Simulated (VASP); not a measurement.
# NbTe6Mo2 (P-31m) in VASP: a series of runs

Runs on NbTe6Mo2. Level: PBE. Tasks: relaxation of cell and atoms, single point.

All numbers are computed with VASP 6.6.1; they aren't measurements. Logs are shortened: lines on timing, memory, paths and dates and some standing lists are left out, and cuts for length are marked.

## 1. The cell of the first run

Symmetry: P-31m, No. 162, trigonal system. Conventional cell: a = 6.180 Å, b = 6.180 Å, c = 7.747 Å, α = 90.00°, β = 90.00°, γ = 120.00°. Within 3.7 Å of Nb (site symmetry -3m) lie 6 Te at 2.79 Å and 6 Mo at 3.57 Å. Within 3.7 Å of Te (site symmetry m) lie 2 Mo at 2.76 Å and 1 Nb at 2.79 Å and 6 Te at 3.55 to 3.61 Å. Mo (site symmetry 32) has 6 Te at 2.76 Å and 3 Mo at 3.57 Å and 3 Nb at 3.57 Å within 3.6 Å.

## 2. Relaxation of cell and atoms, PBE

INCAR

```
PREC     = Accurate       # precision mode
ENCUT    = 600            # plane-wave cutoff, eV
EDIFF    = 1E-6           # SCF threshold, eV
ISMEAR   = 0              # smearing method
SIGMA    = 0.1            # smearing width, eV
LREAL    = False          # projectors in reciprocal space
LASPH    = True           # aspherical terms in the spheres
NELM     = 60             # most SCF steps
ALGO     = Fast           # electronic algorithm
ISIF     = 3              # what is computed and relaxed
LWAVE    = False          # write WAVECAR
LCHARG   = False          # write CHGCAR
GGA      = PE             # functional
IBRION   = 2              # ionic algorithm
NSW      = 100            # ionic steps
EDIFFG   = -0.01          # ionic threshold
```

KPOINTS

```
regular mesh
0
Gamma
  6 6 6
```

POSCAR

```
NbTe6Mo2
1.0
    6.1804509419      0.0000000000      0.0000000000
   -3.0902254710      5.3524275225      0.0000000000
    0.0000000000      0.0000000000      7.7474699431
Nb Te Mo
1 6 2
Direct
    0.0000000000      0.0000000000      0.0000000000
    0.6625102125      0.0000000000      0.7610171840
    0.3374897875      0.3374897875      0.7610171840
    0.0000000000      0.6625102125      0.7610171840
    0.3374897875      0.0000000000      0.2389828160
    0.0000000000      0.3374897875      0.2389828160
    0.6625102125      0.6625102125      0.2389828160
    0.3333333333      0.6666666667      0.0000000000
    0.6666666667      0.3333333333      0.0000000000
```

Potentials or basis: VASP PAW PBE potentials, release 64 (Nb_sv, Te, Mo_sv).

Run with:

```sh
$ cat potpaw_PBE.64/Nb_sv/POTCAR potpaw_PBE.64/Te/POTCAR potpaw_PBE.64/Mo_sv/POTCAR > POTCAR
$ mpirun -np 1 vasp_std > vasp.out
```

OUTCAR:

```text
PREC = Accurate
   ENCUT = 600
   EDIFF = 1E-6
   ISMEAR = 0
   LREAL = False
   LASPH = True
   NELM = 60
   ISIF = 3
   GGA = PE
   IBRION = 2
   NSW = 100
   EDIFFG = -0.01

 ion  position               nearest neighbor table
   1  0.000  0.000  0.000-   7 2.79   3 2.79   5 2.79   6 2.79   2 2.79   4 2.79
   2  0.663  0.000  0.761-   9 2.76   8 2.76   1 2.79   4 3.55   4 3.55   3 3.55   3 3.55   3 3.61
                             4 3.61
   3  0.337  0.337  0.761-   9 2.76   8 2.76   1 2.79   4 3.55   2 3.55   2 3.55   4 3.55   2 3.61
                             4 3.61
   4  0.000  0.663  0.761-   8 2.76   9 2.76   1 2.79   2 3.55   2 3.55   3 3.55   3 3.55   3 3.61
                             2 3.61
   5  0.337  0.000  0.239-   8 2.76   9 2.76   1 2.79   6 3.55   6 3.55   7 3.55   7 3.55   7 3.61
                             6 3.61
   6  0.000  0.337  0.239-   9 2.76   8 2.76   1 2.79   5 3.55   5 3.55   7 3.55   7 3.55   7 3.61
                             5 3.61
   7  0.663  0.663  0.239-   8 2.76   9 2.76   1 2.79   6 3.55   5 3.55   5 3.55   6 3.55   5 3.61
                             6 3.61
   8  0.333  0.667  0.000-   5 2.76   4 2.76   6 2.76   2 2.76   7 2.76   3 2.76
   9  0.667  0.333  0.000-   6 2.76   2 2.76   5 2.76   4 2.76   7 2.76   3 2.76

  LATTYP: Found a hexagonal cell.
 ALAT       =     6.1804509419
 C/A-ratio  =     1.2535444446

  Lattice vectors:

 A1 = (   6.1804509419,   0.0000000000,   0.0000000000)
 A2 = (  -3.0902254710,   5.3524275225,   0.0000000000)
 A3 = (   0.0000000000,   0.0000000000,   7.7474699431)

Analysis of symmetry for initial positions (statically):
=====================================================================
 Subroutine PRICEL returns:
 Original cell was already a primitive cell.

 Routine SETGRP: Setting up the symmetry group for a
 hexagonal supercell.

 Subroutine GETGRP returns: Found 12 space group operations
 (whereof 12 operations were pure point group operations)
 out of a pool of 24 trial point group operations.

The static configuration has the point symmetry D_3d.

Analysis of symmetry for dynamics (positions and initial velocities):
=====================================================================
 Subroutine PRICEL returns:
 Original cell was already a primitive cell.

 Routine SETGRP: Setting up the symmetry group for a
 hexagonal supercell.

 Subroutine GETGRP returns: Found 12 space group operations
 (whereof 12 operations were pure point group operations)
 out of a pool of 24 trial point group operations.

The dynamic configuration has the point symmetry D_3d.

 Subroutine INISYM returns: Found 12 space group operations
 (whereof 12 operations are pure point group operations),
 and found     1 'primitive' translations

----------------------------------------------------------------------------------------

                                     Primitive cell

  volume of cell :     256.2895

  direct lattice vectors                    reciprocal lattice vectors
     6.180450942  0.000000000  0.000000000     0.161800491  0.093415557  0.000000000
    -3.090225471  5.352427523  0.000000000     0.000000000  0.186831115  0.000000000
     0.000000000  0.000000000  7.747469943     0.000000000  0.000000000  0.129074396

  length of vectors
     6.180450942  6.180450942  7.747469943     0.186831115  0.186831115  0.129074396

  position of ions in fractional coordinates (direct lattice)
     0.000000000  0.000000000  0.000000000
     0.662510213  0.000000000  0.761017184
     0.337489787  0.337489787  0.761017184
     0.000000000  0.662510213  0.761017184
     0.337489787  0.000000000  0.238982816
     0.000000000  0.337489787  0.238982816
     0.662510213  0.662510213  0.238982816
     0.333333333  0.666666667  0.000000000
     0.666666667  0.333333333  0.000000000

  ion indices of the primitive-cell ions
   primitive index   ion index
                 1           1
                 2           2
                 3           3
                 4           4
                 5           5
                 6           6
                 7           7
                 8           8
                 9           9

----------------------------------------------------------------------------------------

 KPOINTS: regular mesh

Automatic generation of k-mesh.
 Grid dimensions read from file:
 generate k-points for:    6    6    6

 Generating k-lattice:

  Cartesian coordinates                     Fractional coordinates (reciprocal lattice)
     0.026966749  0.015569260  0.000000000     0.166666667  0.000000000  0.000000000
     0.000000000  0.031138519  0.000000000     0.000000000  0.166666667  0.000000000
     0.000000000  0.000000000  0.021512399     0.000000000  0.000000000  0.166666667

  Length of vectors
     0.031138519  0.031138519  0.021512399

  Shift w.r.t. Gamma in fractional coordinates (k-lattice)
     0.000000000  0.000000000  0.000000000

 Subroutine IBZKPT returns following result:
 ===========================================

 Found     34 irreducible k-points:

 Following reciprocal coordinates:
            Coordinates               Weight
  0.000000  0.000000  0.000000      1.000000
  0.166667  0.000000  0.000000      6.000000
  0.333333  0.000000  0.000000      6.000000
  0.500000  0.000000  0.000000      3.000000
  0.166667  0.166667  0.000000      6.000000
  0.333333  0.166667  0.000000     12.000000
[... 16 lines left out ...]
 -0.166667  0.333333  0.333333      6.000000
  0.333333  0.166667  0.333333     12.000000
 [... further k-points ...]
   k-points           NKPTS =     34   k-points in BZ     NKDIM =     34   number of bands    NBANDS=     46
   number of dos      NEDOS =    301   number of ions     NIONS =      9
   total plane-waves  NPLWV = 160000
   dimension x,y,z NGX =    50 NGY =   50 NGZ =   64
   dimension x,y,z NGXF=   100 NGYF=  100 NGZF=  128
   ions per type =               1   6   2
   NGX,Y,Z   is equivalent  to a cutoff of  13.45, 13.45, 13.73 a.u.
   NGXF,Y,Z  is equivalent  to a cutoff of  26.90, 26.90, 27.47 a.u.
 SYSTEM =  unknown system
   PREC   = accura    normal or accurate (medium, high low for compatibility)
   ISTART =      0    job   : 0-new  1-cont  2-samecut
   ICHARG =      2    charge: 1-file 2-atom 10-const
   ISPIN  =      1    spin polarized calculation?
   LNONCOLLINEAR =      F non collinear calculations
   LSORBIT =      F    spin-orbit coupling
   LASPH  =      T    aspherical Exc in radial PAW
   ENCUT  =  600.0 eV  44.10 Ry    6.64 a.u.  12.34 12.34 15.47*2*pi/ulx,y,z
   NELM   =     60;   NELMIN=  2; NELMDL= -5     # of ELM steps
   EDIFF  = 0.1E-05   stopping-criterion for ELM
   LREAL  =      F    real-space projection
   EDIFFG = -.1E-01   stopping-criterion for IOM
   NSW    =    100    number of steps for IOM
   IBRION =      2    ionic relax: 0-MD 1-quasi-New 2-CG
   NFREE  =      1    steps in history (QN), initial steepest desc. (CG)
   ISIF   =      3    stress and relaxation
   ISYM   =      2    0-nonsym 1-usesym 2-fastsym
   POTIM  = 0.5000    time-step for ionic-motion
   TEBEG  =    0.0;   TEEND  =   0.0 temperature during run
   PSTRESS=    0.0 pullay stress
   NELECT =      77.0000    total number of electrons
   NUPDOWN=      -1.0000    fix difference up-down
   EMIN   =  10.00;   EMAX   =-10.00  energy-range for DOS
   EFERMI =   0.00;   METHOD = LEGACY
   ISMEAR =     0;   SIGMA  =   0.10  broadening in eV -4-tet -1-fermi 0-gaus
   EFERMI_NEDOS =   21; number of points for ismear=-14 and -15
   IALGO  =     68    algorithm
   IMIX   =      4    mixing-type and parameters
     AMIX     =   0.40;   BMIX     =  1.00
     AMIX_MAG =   1.60;   BMIX_MAG =  1.00
  volume/ion in A,a.u.               =      28.48       192.17
  Fermi-wavevector in a.u.,A,eV,Ry     =   1.096465  2.072018 16.357408  1.202236
  Thomas-Fermi vector in A             =   2.232808
   LORBIT       =      0    0 simple, 1 ext, 2 COOP (PROOUT), +10 PAW based schemes
   GGA     = PE    functional components
   LHFCALC =     F    Hartree Fock is set to
   AEXX    =    0.0000 exact exchange contribution
   IVDW    =     0    specifies the selected vdW correction
   LEPSILON=     F    determine dielectric tensor
   LRPA    =     F    only Hartree local field effects (RPA)
 conjugate gradient relaxation of ions
 non-spin polarized calculation
 RMM-DIIS sequential band-by-band and
 Gauss-broadening in eV      SIGMA  =   0.10
  energy-cutoff  :      600.00
  volume of cell :      256.29
 maximum number of plane-waves:      8599
 NGX is ok and might be reduce to    50
   NGX = 25   NGY = 25   NGZ = 31

--------------------------------------- Ionic step        1  -------------------------------------------

 number of electron      76.9999993 magnetization

 Free energy of the ion-electron system (eV)
  ---------------------------------------------------
  ext. energy  EPLUGINS =         0.00000000
  ---------------------------------------------------
  free energy    TOTEN  =       -52.92547365 eV

  energy without entropy =      -52.90632919  energy(sigma->0) =      -52.91590142

------------------------ aborting loop because EDIFF is reached ----------------------------------------

  FORCE on cell =-STRESS in cart. coord.  units (eV):
  Direction    XX          YY          ZZ          XY          YZ          ZX
  --------------------------------------------------------------------------------------
  -------------------------------------------------------------------------------------
  Total       -0.1580079     -0.1580079      0.0910911      0.0000000      0.0000000      0.0000000
  in kB       -0.9877759     -0.9877759      0.5694502      0.0000000      0.0000000      0.0000000
  external PRESSURE =      -0.4687006 kB  Pullay stress =       0.0000000 kB
[... 110 lines left out ...]
  FREE ENERGIE OF THE ION-ELECTRON SYSTEM (eV)
  ---------------------------------------------------
  free  energy   TOTEN  =       -52.9256904511 eV

  energy  without entropy=      -52.9066386466  energy(sigma->0) =      -52.91616455

[... ionic steps 4 to 19 ...]

--------------------------------------- Ionic step       20  -------------------------------------------

 number of electron      76.9999997 magnetization

------------------------ aborting loop because EDIFF is reached ----------------------------------------
[... 81 lines left out ...]
--------------------------------------- Ionic step       22  -------------------------------------------

 number of electron      76.9999997 magnetization

 Free energy of the ion-electron system (eV)
  ---------------------------------------------------
  ext. energy  EPLUGINS =         0.00000000
  ---------------------------------------------------
  free energy    TOTEN  =       -52.92745469 eV

  energy without entropy =      -52.90907021  energy(sigma->0) =      -52.91826245

 E-fermi :   6.7772     XC(G=0):  -9.5456

 val. band max:        6.7603406495   @ k =   0.1667   0.1667   0.0000
 cond. band min:       6.7966990277   @ k =   0.1667   0.1667   0.1667
 fundamental gap:      0.0363583782
 Fermi energy:         6.7772408092

 k-point     1 :       0.0000    0.0000    0.0000
  band No.  band energies     occupation
      1     -54.3941      2.00000
      2     -54.3882      2.00000
      3     -48.5874      2.00000
      4     -28.5479      2.00000
      5     -28.5479      2.00000
      6     -28.4976      2.00000
[... 1165 lines left out ...]
     45       8.3377      0.00000
     46       8.9395      0.00000

 [... further k-points ...]
[... 5 lines left out ...]
  --------------------------------------------------------------------------------------
  -------------------------------------------------------------------------------------
  Total       -0.0085493     -0.0085493     -0.0475373      0.0000000      0.0000000      0.0000000
  in kB       -0.0525002     -0.0525002     -0.2919203      0.0000000      0.0000000      0.0000000
  external PRESSURE =      -0.1323069 kB  Pullay stress =       0.0000000 kB
[... 24 lines left out ...]
  FREE ENERGIE OF THE ION-ELECTRON SYSTEM (eV)
  ---------------------------------------------------
  free  energy   TOTEN  =       -52.9274546925 eV

  energy  without entropy=      -52.9090702084  energy(sigma->0) =      -52.91826245

 reached required accuracy - stopping structural energy minimisation
```

Run time: 2.2 h. Hardware: 1 thread of Oxide Virtual Turin-like, shared host; peak memory 0.71 GiB.

Results:

```yaml
Free_energy: -52.9275 eV
Relaxed_volume: 28.99 Å³/atom
Relaxed_cell: a = 6.171 Å, b = 6.171 Å, c = 7.910 Å, α = 90.00°, β = 90.00°, γ = 120.00°
Space_group_after_relaxing_to_0.1_Å: P-31m (No. 162)
Energy_gained_by_relaxing: 0.2 meV/atom
Ionic_steps: 22
Pressure_after_relaxing: 0.0 GPa
Largest_force_after_relaxing: 0.007 eV/Å
Band_gap_on_the_k_mesh: zero (an odd number of electrons rules out a gap without spin polarisation)
```

Forces in eV/Å, atoms in the order of the input:
```
Nb   0.000  0.000  0.000
Te   0.004  0.000  0.005
Te  -0.002 -0.004  0.005
Te  -0.002  0.004  0.005
Te  -0.004  0.000 -0.005
Te   0.002 -0.004 -0.005
Te   0.002  0.004 -0.005
Mo   0.000  0.000  0.000
Mo   0.000  0.000  0.000
```

Step by step:
| step | energy change (eV) | largest force (eV/Å) | pressure (GPa) | volume (Å³) |
| --- | --- | --- | --- | --- |
| 1 | 0.0000 | 0.0172 | -0.05 | 256.29 |
| 2 | -0.0002 | 0.0082 | 0.06 | 255.98 |
| 3 | -0.0002 | 0.0073 | 0.07 | 255.93 |
| 4 | -0.0003 | 0.0165 | 0.00 | 256.12 |
| 5 | -0.0003 | 0.0155 | 0.00 | 256.11 |
| 6 | -0.0003 | 0.0132 | 0.01 | 256.09 |
| 7 | -0.0004 | 0.0125 | 0.02 | 256.16 |
| 8 | -0.0005 | 0.0101 | 0.02 | 256.37 |
| 9 | -0.0006 | 0.0151 | 0.01 | 256.80 |
| 10 | -0.0007 | 0.0149 | 0.01 | 256.86 |
| 11 | -0.0008 | 0.0151 | -0.01 | 257.06 |
| 12 | -0.0009 | 0.0171 | -0.04 | 257.45 |
| 13 | -0.0011 | 0.0249 | -0.11 | 258.22 |
| 14 | -0.0011 | 0.0448 | -0.24 | 259.78 |
| 15 | -0.0012 | 0.0311 | -0.15 | 258.73 |
| 16 | -0.0012 | 0.0306 | -0.14 | 258.76 |
| 17 | -0.0013 | 0.0293 | -0.14 | 258.86 |
| 18 | -0.0014 | 0.0267 | -0.13 | 259.07 |
| 19 | -0.0016 | 0.0216 | -0.11 | 259.48 |
| 20 | -0.0019 | 0.0119 | -0.06 | 260.31 |
| 21 | -0.0019 | 0.0133 | 0.05 | 261.96 |
| 22 | -0.0020 | 0.0066 | -0.01 | 260.90 |

Final structure:
```
Nb Te Mo
1.0
     6.17139    0.00000    0.00000
    -3.08569    5.34458    0.00000
     0.00000    0.00000    7.91014
Nb Te Mo
1 6 2
Direct
  0.00000 0.00000 0.00000
  0.66268 0.00000 0.76559
  0.33732 0.33732 0.76559
  0.00000 0.66268 0.76559
  0.33732 0.00000 0.23441
  0.00000 0.33732 0.23441
  0.66268 0.66268 0.23441
  0.33333 0.66667 0.00000
  0.66667 0.33333 0.00000
```

Caveat: spin-orbit coupling is left out, which moves the levels of the heavy elements; this functional lacks dispersion, which binds layers or chains, so the pressure and a relaxed spacing across them are unreliable; an odd number of electrons without spin polarisation forces a metal; a magnetic or distorted state may lie lower.

## 3. Single point, PBE, collinear spin

INCAR

```
SYSTEM = NbTe6Mo2
  ALGO = Normal
  EDIFF = 1E-6
  ENCUT = 500
  GGA = PE
  GGA_COMPAT = .FALSE.
  ISIF = 2
  ISMEAR = 0
  ISPIN = 2
  LASPH = .TRUE.
  LCHARG = .FALSE.
  LMAXMIX = 4
  LORBIT = 11
  LREAL = .FALSE.
  LWAVE = .FALSE.
  MAGMOM = 1 0 0 0 0 0 0 1 1
  NBANDS = 52
  NELM = 200
  PREC = Accurate
  SIGMA = 0.1
```

KPOINTS

```
k-points
0
G
  3 3 2
  0 0 0
```

POSCAR is that of step 2.

Potentials or basis: VASP PAW PBE potentials, release 64 (Nb_sv, Te, Mo_sv).

Run with:

```sh
$ cat potpaw_PBE.64/Nb_sv/POTCAR potpaw_PBE.64/Te/POTCAR potpaw_PBE.64/Mo_sv/POTCAR > POTCAR
$ mpirun -np 1 vasp_std > vasp.out
```

Wall time 6.2 min (1 thread of AMD EPYC 9755, shared host); peak memory 0.48 GiB.

The run converged. Its results:

```
Free energy                                           : -52.9273 eV
Pressure                                              : -0.1 GPa
Largest force                                         : 0.009 eV/Å
Net moment                                            : 0.00 μB per cell
Valence electrons inside the program's atomic spheres : Nb 10.59; Te 3.40; Mo 12.30
```

Forces on the atoms (eV/Å):
```
Nb   0.000  0.000  0.000
Te   0.008  0.000 -0.003
Te  -0.004 -0.007 -0.003
Te  -0.004  0.007 -0.003
Te  -0.008  0.000  0.003
Te   0.004 -0.007  0.003
Te   0.004  0.007  0.003
Mo   0.000  0.000  0.000
Mo   0.000  0.000  0.000
```

Stress tensor (GPa, compression positive):
```
-0.11  0.00  0.00
 0.00 -0.11  0.00
 0.00  0.00  0.07
```

Levels at points of the mesh, in eV from the Fermi level:
Spin up:
```
           k point  band 35  band 36  band 37  band 38  band 39  band 40  band 41  band 42
(0.00, 0.00, 0.00)    -1.20    -0.53    -0.53     0.40     0.40     0.55     0.89     0.89
(0.00, 0.00, 0.50)    -0.57    -0.53    -0.53     0.12     0.12     0.57     0.58     0.58
```
Spin down:
```
           k point  band 35  band 36  band 37  band 38  band 39  band 40  band 41  band 42
(0.00, 0.00, 0.00)    -1.20    -0.53    -0.53     0.40     0.40     0.55     0.89     0.89
(0.00, 0.00, 0.50)    -0.57    -0.53    -0.53     0.12     0.12     0.57     0.58     0.58
```

Caveat: the k points lie up to 0.41 Å⁻¹ apart; spin-orbit coupling is left out, which moves the levels of the heavy elements; this functional lacks dispersion, which binds layers or chains, so the pressure and a relaxed spacing across them are unreliable.

The gap in the log of VASP goes by the Fermi energy; the results here count the filled bands.